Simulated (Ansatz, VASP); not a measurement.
## Two plane-wave programs on Mn

```
Mn
1.0
     0.00000    2.44739    2.44739
     2.44739    0.00000    2.44739
     2.44739    2.44739    0.00000
Mn
2
Direct
  0.12500 0.12500 0.12500
  0.87500 0.87500 0.87500
```

Alike in both runs: task single point; functional r2SCAN; k mesh 13 × 13 × 13; occupations fermi-dirac, width 0.05 eV; collinear spin.

```csv
,VASP,Ansatz
version,VASP 6.6.1,Ansatz 0.2.0
potentials or method,"VASP PAW PBE potentials, release 64 (Mn_pv), cutoff 520 eV","plane waves (500 eV) with PAW, scalar-relativistic"
valence electrons in the cell,26,30
```

```csv
,VASP,Ansatz,Ansatz less VASP
pressure (GPa),23.4,22.1,-1.26
net moment per atom (μB),0.00,0.00,0.000
size of the moment on the site where the two differ most (μB),2.49,2.26,-0.230
```

VASP's potentials were made for PBE, not for r2SCAN. Site moments also hang on the region over which each program counts them. VASP's potentials hold 26 valence electrons a cell and Ansatz's 30, so a difference there can come from the potentials and not from the codes. Ansatz's warnings: stability check not made.
